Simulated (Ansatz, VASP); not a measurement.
**One calculation of SnO, two programs**

File INCAR:

```
SYSTEM = SnO
PREC = Accurate ; ENCUT = 520
EDIFF = 1E-7 ; ISMEAR = -1
SIGMA = 0.05 ; LREAL = .FALSE.
LASPH = .TRUE. ; NELM = 100
ALGO = Normal ; ISIF = 2
LWAVE = .FALSE. ; LCHARG = .FALSE.
GGA = RP ; NBANDS = 28
```

KPOINTS

```
Automatic mesh
0
G
  6 6 4
  0 0 0
```

The input POSCAR:

```
SnO
1.0
    3.7986000000      0.0000000000      0.0000000000
    0.0000000000      3.7986000000      0.0000000000
    0.0000000000      0.0000000000      4.8408000000
Sn O
2 2
Direct
    0.5000000000      0.0000000000      0.2369000000
    0.0000000000      0.5000000000      0.7631000000
    0.0000000000      0.0000000000      0.0000000000
    0.5000000000      0.5000000000      0.0000000000
```

Input for Ansatz:

```yaml
crystal:
  lattice:
    - [3.7986, 0.0, 0.0]
    - [0.0, 3.7986, 0.0]
    - [0.0, 0.0, 4.8408]
  atoms:
    - { symbol: Sn, position: [0.5, 0.0, 0.2369] }
    - { symbol: Sn, position: [0.0, 0.5, 0.7631] }
    - { symbol: O, position: [0.0, 0.0, 0.0] }
    - { symbol: O, position: [0.5, 0.5, 0.0] }
basis:
  ecutwfc: 517.016338673772
kpoints:
  mp_grid:
    grid: [6, 6, 4]
    shift: [0.0, 0.0, 0.0]
hamiltonian:
  xc: rpbe
  pseudopotentials:
    kind: paw
scf:
  convergence:
    dr2_threshold: 1.0e-09
  occupations:
    method: fermi_dirac
    width: 0.05
output:
  stress: true
```

Alike in both runs: task single point; functional RPBE; k mesh 6 × 6 × 4; occupations fermi-dirac, width 0.05 eV; no spin polarisation.

|  | VASP | Ansatz |
| --- | --- | --- |
| version | VASP 6.6.1 | Ansatz 0.2.0 |
| potentials or method | VASP PAW PBE potentials, release 64 (Sn_d, O), cutoff 520 eV | plane waves, PAW |
| valence electrons in the cell | 40 | 40 |

VASP gave:

```
pressure (GPa)                                                : 7.7
traceless stress, the component that is largest in VASP (GPa) : -1.00
```

Problem. Estimate Ansatz's values.

Solution. Pressure (GPa): 7.4; traceless stress, the component that is largest in VASP (GPa): -1.00.

VASP's potentials were made for PBE, not for RPBE. Ansatz's warnings: stress scf threshold loose.
